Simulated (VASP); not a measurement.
A run of VASP 6.6.1 is set up as follows.

INCAR

```
PREC = Accurate ; ENCUT = 520
EDIFF = 1E-8 ; ISMEAR = -1
SIGMA = 0.05 ; LREAL = F
LASPH = T ; NELM = 60
ALGO = Normal ; ISIF = 2
LWAVE = F ; LCHARG = F
GGA = PS ; LEFG = T
NBANDS = 18
```

KPOINTS

```
regular mesh
0
Gamma
  14 14 14
```

Contents of POSCAR:

```
ZnCu
1.0
    2.9252343038      0.0000000000      0.0000000000
    0.0000000000      2.9252343038      0.0000000000
    0.0000000000      0.0000000000      2.9252343038
Zn Cu
1 1
Direct
    0.5000000000      0.5000000000      0.5000000000
    0.0000000000      0.0000000000      0.0000000000
```

Potentials or basis: VASP PAW PBE potentials, release 64 (Zn, Cu).

Run with:

```sh
$ cat potpaw_PBE.64/Zn/POTCAR potpaw_PBE.64/Cu/POTCAR > POTCAR
$ mpirun -np 1 vasp_std > vasp.out
```

Predict the pressure.

-1.6 GPa.

Predict the band gap on the k mesh.

zero (an odd number of electrons rules out a gap without spin polarisation).

Caveat: the PAW data sets were made with another functional, which shifts forces and pressure a little.
